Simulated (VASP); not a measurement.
# SnO2 (Cassiterite) (P4_2/mnm) in VASP: a series of runs, part 2 of 2

VASP 6.6.1.

### 3 Single point, PBEsol

The input, INCAR:

```
PREC = Accurate
ENCUT = 520
EDIFF = 1E-6
ISMEAR = -1
SIGMA = 0.05
LREAL = False
LASPH = True
NELM = 100
ALGO = Normal
ISIF = 2
LWAVE = False
LCHARG = False
GGA = PS
NBANDS = 35
```

The input, KPOINTS:

```
regular mesh
0
Gamma
  6 6 8
```

The input, POSCAR:

```
SnO2
1.0
    4.7380000000      0.0000000000      0.0000000000
    0.0000000000      4.7380000000      0.0000000000
    0.0000000000      0.0000000000      3.1865000000
Sn O
2 4
Direct
    0.5000000000      0.5000000000      0.5000000000
    0.0000000000      0.0000000000      0.0000000000
    0.8071000000      0.1929000000      0.5000000000
    0.6929000000      0.6929000000      0.0000000000
    0.1929000000      0.8071000000      0.5000000000
    0.3071000000      0.3071000000      0.0000000000
```

Potentials or basis: VASP PAW PBE potentials, release 64 (Sn_d, O).

Launch:

```bash
cat potpaw_PBE.64/Sn_d/POTCAR potpaw_PBE.64/O/POTCAR > POTCAR
mpirun -np 1 vasp_std > vasp.out
```

It took 72 s on 1 thread of Intel Xeon Platinum 8259CL at 2.50GHz (Skylake/Cascade Lake), shared host; peak memory 0.23 GiB.

It converged, with:

* Free energy: -39.6361 eV
* Pressure: 5.4 GPa
* Largest force: 0.229 eV/Å
* Band gap on the k mesh: 1.18 eV, direct

Forces on the atoms (eV/Å):
```
Sn   0.000  0.000  0.000
Sn   0.000  0.000  0.000
O   -0.162  0.162  0.000
O    0.162  0.162  0.000
O    0.162 -0.162  0.000
O   -0.162 -0.162  0.000
```

Stress tensor (GPa, compression positive):
```
4.61 0.00 0.00
0.00 4.61 0.00
0.00 0.00 6.91
```

Levels at points of the mesh, in eV from the valence-band top:
```
           k point  band 23  band 24  band 25  band 26  band 27  band 28  band 29  band 30
(0.00, 0.00, 0.00)    -1.25    -0.80    -0.80     0.00     1.18     6.03     6.17     6.17
(0.50, 0.00, 0.00)    -1.21    -1.21    -0.65    -0.65     4.36     4.36     6.92     6.92
(0.50, 0.50, 0.00)    -1.33    -1.33    -0.91    -0.91     4.75     4.75     7.38     7.38
(0.00, 0.00, 0.50)    -1.69    -1.69    -1.28    -1.28     6.15     6.15     9.59     9.59
(0.50, 0.00, 0.50)    -1.12    -1.12    -0.71    -0.71     6.43     6.43     7.90     7.90
(0.50, 0.50, 0.50)    -0.99    -0.99    -0.85    -0.85     4.81     4.81     8.69     8.69
```

Caveat: the PAW data sets were made with another functional, which shifts forces and pressure a little; spin-orbit coupling is left out, which moves the levels of the heavy elements. PBEsol gaps usually lie below the measured ones, often by a third to a half.

### 4 Single point, RPBE

The input, INCAR:

```
PREC     = Accurate       # precision mode
ENCUT    = 520            # plane-wave cutoff, eV
EDIFF    = 1E-7           # SCF threshold, eV
ISMEAR   = -1             # smearing method
SIGMA    = 0.05           # smearing width, eV
LREAL    = False          # projectors in reciprocal space
LASPH    = True           # aspherical terms in the spheres
NELM     = 100            # most SCF steps
ALGO     = Normal         # electronic algorithm
ISIF     = 2              # what is computed and relaxed
LWAVE    = False          # write WAVECAR
LCHARG   = False          # write CHGCAR
GGA      = RP             # functional
NBANDS   = 35             # bands
```

The input, KPOINTS:

```
Automatic mesh
0
Gamma
  6 6 8
```

POSCAR is that of step 3.

Launch:

```bash
cat potpaw_PBE.64/Sn_d/POTCAR potpaw_PBE.64/O/POTCAR > POTCAR
mpirun -np 1 vasp_std > vasp.out
```

Wall time 80 s (1 thread of Intel Xeon Platinum 8259CL at 2.50GHz (Skylake/Cascade Lake), shared host); peak memory 0.23 GiB.

It converged, with:

* Free energy: -34.7197 eV
* Pressure: 16.0 GPa
* Largest force: 0.326 eV/Å
* Band gap on the k mesh: 1.36 eV, direct

Forces on the atoms (eV/Å):
```
Sn   0.000  0.000  0.000
Sn   0.000  0.000  0.000
O   -0.231  0.231  0.000
O    0.231  0.231  0.000
O    0.231 -0.231  0.000
O   -0.231 -0.231  0.000
```

Stress tensor (GPa, compression positive):
```
14.87  0.00  0.00
 0.00 14.87  0.00
 0.00  0.00 18.38
```

Levels at points of the mesh, in eV from the valence-band top:
```
           k point  band 23  band 24  band 25  band 26  band 27  band 28  band 29  band 30
(0.00, 0.00, 0.00)    -1.22    -0.77    -0.77     0.00     1.36     6.27     6.49     6.49
(0.50, 0.00, 0.00)    -1.18    -1.18    -0.63    -0.63     4.53     4.53     7.24     7.24
(0.50, 0.50, 0.00)    -1.29    -1.29    -0.90    -0.90     4.93     4.93     7.66     7.66
(0.00, 0.00, 0.50)    -1.63    -1.63    -1.25    -1.25     6.31     6.31     9.94     9.94
(0.50, 0.00, 0.50)    -1.09    -1.09    -0.68    -0.68     6.60     6.60     8.20     8.20
(0.50, 0.50, 0.50)    -0.96    -0.96    -0.83    -0.83     5.01     5.01     9.07     9.07
```

Caveat: the PAW data sets were made with another functional, which shifts forces and pressure a little; spin-orbit coupling is left out, which moves the levels of the heavy elements. A hybrid or GW would open this gap; RPBE tends to underestimate it.

### 5 Single point, revPBE

The input, INCAR:

```
  PREC = Accurate
  ENCUT = 520
  EDIFF = 1E-6
  ISMEAR = -1
  SIGMA = 0.05
  LREAL = F
  LASPH = T
  NELM = 80
  ALGO = Normal
  ISIF = 2
  LWAVE = F
  LCHARG = F
  GGA = RE
  NBANDS = 35
```

The input, KPOINTS:

```
regular mesh
0
Gamma
  6 6 8
```

POSCAR is that of step 4.

Launch:

```bash
cat potpaw_PBE.64/Sn_d/POTCAR potpaw_PBE.64/O/POTCAR > POTCAR
mpirun -np 1 vasp_std > vasp.out
```

It took 75 s on 1 thread of Intel Xeon Platinum 8259CL at 2.50GHz (Skylake/Cascade Lake), shared host; peak memory 0.23 GiB.

Results (log left out):

| Item | Value |
| --- | --- |
| Free energy | -35.0176 eV |
| Pressure | 14.9 GPa |
| Largest force | 0.317 eV/Å |
| Band gap on the k mesh | 1.34 eV, direct |

Forces on the atoms (eV/Å):
```
Sn   0.000  0.000  0.000
Sn   0.000  0.000  0.000
O   -0.224  0.224  0.000
O    0.224  0.224  0.000
O    0.224 -0.224  0.000
O   -0.224 -0.224  0.000
```

Stress tensor (GPa, compression positive):
```
13.73  0.00  0.00
 0.00 13.73  0.00
 0.00  0.00 17.16
```

Levels at points of the mesh, in eV from the valence-band top:
| k point | band 24 | band 25 | band 26 | band 27 | band 28 | band 29 |
| --- | --- | --- | --- | --- | --- | --- |
| (0.00, 0.00, 0.00) | -0.77 | -0.77 | 0.00 | 1.34 | 6.24 | 6.45 |
| (0.50, 0.00, 0.00) | -1.18 | -0.63 | -0.63 | 4.51 | 4.51 | 7.20 |
| (0.50, 0.50, 0.00) | -1.30 | -0.90 | -0.90 | 4.90 | 4.90 | 7.63 |
| (0.00, 0.00, 0.50) | -1.64 | -1.26 | -1.26 | 6.29 | 6.29 | 9.90 |
| (0.50, 0.00, 0.50) | -1.09 | -0.69 | -0.69 | 6.57 | 6.57 | 8.16 |
| (0.50, 0.50, 0.50) | -0.97 | -0.83 | -0.83 | 4.99 | 4.99 | 9.02 |

Caveat: the PAW data sets were made with another functional, which shifts forces and pressure a little; spin-orbit coupling is left out, which moves the levels of the heavy elements.

### 6 Single point, BLYP

The input, INCAR:

```
PREC = Accurate
ENCUT = 520
EDIFF = 1E-6
ISMEAR = -1
SIGMA = 0.05
LREAL = F
LASPH = T
NELM = 80
ALGO = Normal
ISIF = 2
LWAVE = F
LCHARG = F
GGA = B5
ALDAX = 1.0
AGGAX = 1.0
AGGAC = 1.0
ALDAC = 0.0
NBANDS = 35
```

KPOINTS is that of step 5.

POSCAR is that of step 5.

Potentials or basis: VASP PAW PBE potentials, release 64 (Sn_d, O).

Launch:

```bash
cat potpaw_PBE.64/Sn_d/POTCAR potpaw_PBE.64/O/POTCAR > POTCAR
mpirun -np 1 vasp_std > vasp.out
```

Wall time 96 s (1 thread of Intel Xeon Platinum 8259CL at 2.50GHz (Skylake/Cascade Lake), shared host); peak memory 0.23 GiB.

Results (log left out):

* Free energy: -34.5514 eV
* Pressure: 17.9 GPa
* Largest force: 0.376 eV/Å
* Band gap on the k mesh: 1.36 eV, direct

Forces in eV/Å, atoms in the order of the input:
```
Sn   0.000  0.000  0.000
Sn   0.000  0.000  0.000
O   -0.266  0.266  0.000
O    0.266  0.266  0.000
O    0.266 -0.266  0.000
O   -0.266 -0.266  0.000
```

Stress tensor (GPa, compression positive):
```
16.38  0.00  0.00
 0.00 16.38  0.00
 0.00  0.00 21.05
```

Levels at points of the mesh, in eV from the valence-band top:
```tsv
k point	band 22	band 23	band 24	band 25	band 26	band 27	band 28	band 29	band 30	band 31
(0.00, 0.00, 0.00)	-1.19	-1.19	-0.77	-0.77	0.00	1.36	6.19	6.51	6.51	10.68
(0.50, 0.00, 0.00)	-1.91	-1.15	-1.15	-0.62	-0.62	4.48	4.48	7.22	7.22	11.07
(0.50, 0.50, 0.00)	-1.92	-1.27	-1.27	-0.89	-0.89	4.86	4.86	7.63	7.63	11.08
(0.00, 0.00, 0.50)	-2.55	-1.63	-1.63	-1.23	-1.23	6.22	6.22	9.97	9.97	10.82
(0.50, 0.00, 0.50)	-1.68	-1.09	-1.09	-0.67	-0.67	6.49	6.49	8.25	8.25	11.12
(0.50, 0.50, 0.50)	-2.37	-0.95	-0.95	-0.83	-0.83	4.98	4.98	9.03	9.03	11.11
```

Caveat: the PAW data sets were made with another functional, which shifts forces and pressure a little; spin-orbit coupling is left out, which moves the levels of the heavy elements.

### 7 Overview

| level | k mesh | smearing | gap on the mesh (eV) | pressure (GPa) | largest force (eV/Å) |
| --- | --- | --- | --- | --- | --- |
| r2SCAN | 5 × 5 × 7 | methfessel-paxton 0.05 eV | 1.99 | 4.5 | 0.28 |
| PBEsol | 6 × 6 × 8 | fermi-dirac 0.05 eV | 1.18 | 5.4 | 0.23 |
| RPBE | 6 × 6 × 8 | fermi-dirac 0.05 eV | 1.36 | 16.0 | 0.33 |
| revPBE | 6 × 6 × 8 | fermi-dirac 0.05 eV | 1.34 | 14.9 | 0.32 |
| BLYP | 6 × 6 × 8 | fermi-dirac 0.05 eV | 1.36 | 17.9 | 0.38 |

Alike in all rows: task single point; potentials or basis VASP PAW PBE potentials, release 64 (Sn_d, O); no spin polarisation; cell as given; cutoff (eV) 520.

On the cell as given the gap runs from 1.18 eV (PBEsol) to 1.99 eV (r2SCAN); the meshes differ, which moves gaps too. The pressure there spans 4.5 GPa (r2SCAN) to 17.9 GPa (BLYP); a positive pressure means that this level wants a larger cell, a negative one a smaller.

Caveats: the PAW data sets were made with another functional, which shifts forces and pressure a little; spin-orbit coupling is left out, which moves the levels of the heavy elements.

Absolute energies hang on the potentials; compare differences alone.
